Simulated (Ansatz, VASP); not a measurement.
# Two plane-wave programs on ScBSbP3

```
Sc B Sb P
1.0
     2.46514   -4.98777    0.00000
     2.46514    4.98777    0.00000
     0.00000    0.00000    5.70280
Sc B Sb P
1 1 1 3
Cartesian
  2.4651 0.0000 2.8514
  0.0000 0.0000 0.0000
  2.4651 0.0000 0.0000
  0.0000 0.0000 2.8514
  2.4651 2.6883 2.8514
  2.4651 -2.6883 2.8514
```

Alike in both runs: functional PBE; k mesh 8 × 8 × 8; occupations gaussian, width 0.1 eV; no spin polarisation.

Ansatz relaxed the structure, and its values are those at the end. VASP's run is a single point on that final structure, the one shown.

```csv
,VASP,Ansatz
version,VASP 6.6.1,Ansatz 0.2.0
potentials or method,"VASP PAW PBE potentials, release 64 (Sc_sv, B, Sb, P), cutoff 520 eV","scalar-relativistic, plane waves, PAW"
valence electrons in the cell,34,44
```

VASP gave:

| Property | Result |
| --- | --- |
| gap on the k mesh at the Fermi level (eV) | none |
| pressure (GPa) | 0.0 |
| rms of the force components (eV/Å) | 0.006 |

Q: Which values does Ansatz return?

A: gap on the k mesh at the Fermi level (eV): none; pressure (GPa): 0.0; rms of the force components (eV/Å): 0.002.

A gap of «none» marks a metal or a gap that the smearing closes. With one functional, cell and mesh, what is left measures potentials, basis and numerics. VASP's potentials hold 34 valence electrons a cell and Ansatz's 44, so a difference there can come from the potentials and not from the codes.

Neither program's run includes spin-orbit coupling.
